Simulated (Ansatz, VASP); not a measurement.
SiC in VASP and in Ansatz

POSCAR

```
SiC
1.0
    0.0000000000      2.0237327315      2.0237327315
    2.0237327315      0.0000000000      2.0237327315
    2.0237327315      2.0237327315      0.0000000000
Si C
1 1
Direct
    0.0000000000      0.0000000000      0.0000000000
    0.2500000000      0.2500000000      0.2500000000
```

INCAR.step1

```
SYSTEM = SiC
PREC = Accurate
ENCUT = 660
ISMEAR = 0
SIGMA = 0.01
LREAL = .False.
LASPH = .True.
NELM = 120
NBANDS = 11
GGA = PE
ALGO = Normal
EDIFF = 1E-5
LWAVE = .True.
LCHARG = .False.
GGA_COMPAT = .False.
```

INCAR.step2

```
SYSTEM = SiC
PREC = Accurate
ENCUT = 660
EDIFF = 1E-6
ISMEAR = 0
SIGMA = 0.01
LREAL = .False.
LASPH = .True.
NELM = 120
ALGO = Normal
ISIF = 2
LWAVE = .False.
LCHARG = .True.
METAGGA = R2SCAN
LMIXTAU = .True.
LELF = .True.
LVHAR = .True.
NBANDS = 11
ISTART = 1
GGA_COMPAT = .False.
```

KPOINTS

```
Automatic mesh
0
Gamma
  10 10 10
  0 0 0
```

Input for Ansatz:

```yaml
crystal:
  lattice:
    - [0.0, 2.0237327315, 2.0237327315]
    - [2.0237327315, 0.0, 2.0237327315]
    - [2.0237327315, 2.0237327315, 0.0]
  atoms:
    - { symbol: Si, position: [0.0, 0.0, 0.0] }
    - { symbol: C, position: [0.25, 0.25, 0.25] }
scf:
  occupations: { method: fixed }
output:
  forces: true
  stress: true
  eigenvalues: true
  write_density: true
  write_potential: true
  elf: true
  volumetric_format: npy
hamiltonian:
  xc: r2scan
basis:
  ecutwfc: 560
kpoints:
  mp_grid: { grid: [10, 10, 10] }
```

Alike in both runs: task single point; functional r2SCAN; k mesh 10 × 10 × 10; no spin polarisation.

```csv
,VASP,Ansatz
version,VASP 6.6.1,Ansatz 0.2.0
potentials or method,"VASP PAW PBE potentials, release 64 (Si, C), cutoff 660 eV","scalar-relativistic, plane waves, PAW"
occupations,"gaussian, width 0.01 eV",fixed
valence electrons in the cell,8,8
```

```csv
,VASP,Ansatz,Ansatz less VASP
gap on the k mesh at the Fermi level (eV),1.55,1.53,-0.020
least direct gap on the mesh (eV),5.30,5.29,-0.018
```

VASP's potentials were made for PBE, not for r2SCAN.
